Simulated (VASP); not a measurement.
Runs of VASP 6.6.1 on Al. The structure is that of space group P6_3/mmc (No. 194), or close to it. The cells are those of the table. This isn't the form of Al at room conditions, which is fcc.

```tsv
cell	gap on the mesh (eV)	pressure (GPa)
a = 2.777, b = 2.777, c = 9.683 Å, angles 90.0, 90.0, 120.0°, 4 atoms	none	-1.1
a = 2.871, b = 2.871, c = 9.057 Å, angles 90.0, 90.0, 120.0°, 4 atoms	none	(b)
a = 2.929, b = 2.929, c = 8.875 Å, angles 90.0, 90.0, 120.0°, 4 atoms	none	(a)
a = 2.891, b = 2.891, c = 8.760 Å, angles 90.0, 90.0, 120.0°, 4 atoms	none	0.7
a = 2.833, b = 2.833, c = 9.118 Å, angles 90.0, 90.0, 120.0°, 4 atoms	none	0.0
```

Alike in all rows: task single point; level PBE+D3(BJ); potentials or basis VASP PAW PBE potentials, release 64 (Al); no spin polarisation; k mesh 18 × 18 × 6; cutoff (eV) 520; smearing gaussian 0.15 eV.

Task: Fill in the values left out.

Result: (a) -2.5; (b) -1.5.

Caveats: the stress differs along the axes, from -4 to 1 GPa (at least some runs); the stress differs along the axes, from -1 to 5 GPa (at least some runs).

A gap of «none» marks levels without a gap at the run's occupations.
